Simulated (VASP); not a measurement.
Wanted: the native input for a VASP 6.6.1 run.

- Task: single point
- Functional: PBE
- Potentials or basis: VASP PAW PBE potentials, release 64 (Ca_sv)
- Cutoff: 520 eV
- k mesh: 11 × 11 × 11
- Occupations: fermi-dirac, width 0.05 eV
- Spin: no spin polarisation
- Dipole correction: no
- Further INCAR settings: ALGO = Normal; EDIFF = 1e-06; NBANDS = 11

The structure of Ca lies in POSCAR:

```
Ca
1.0
    0.0000000000      2.7376447309      2.7376447309
    2.7376447309      0.0000000000      2.7376447309
    2.7376447309      2.7376447309      0.0000000000
Ca
1
Direct
    0.0000000000      0.0000000000      0.0000000000
```

This cell differs from its parent crystal: volume scaled by 0.9405.

One way to write it, as run:

INCAR

```
SYSTEM = Ca
ALGO = Normal
EDIFF = 1E-6
ENCUT = 520
GGA = PE
ISIF = 2
ISMEAR = -1
LASPH = .True.
LCHARG = .True.
LELF = .True.
LREAL = .False.
LVHAR = .True.
LWAVE = .False.
NBANDS = 11
NELM = 100
PREC = Accurate
SIGMA = 0.05
```

KPOINTS

```
k-points
0
Gamma
  11 11 11
  0 0 0
```

Potentials or basis: VASP PAW PBE potentials, release 64 (Ca_sv).

The run is started by

```bash
$ cat potpaw_PBE.64/Ca_sv/POTCAR > POTCAR
$ mpirun -np 1 vasp_std > vasp.out
```

It gave:

The pressure is 0.5 GPa and the band gap on the k mesh is zero (band 5 reaches 2.21 eV, above the bottom of band 6 at 1.97 eV).

Wall time 22 s on 1 thread of Intel Xeon 6975P-C (shared host), peak memory 0.18 GiB.
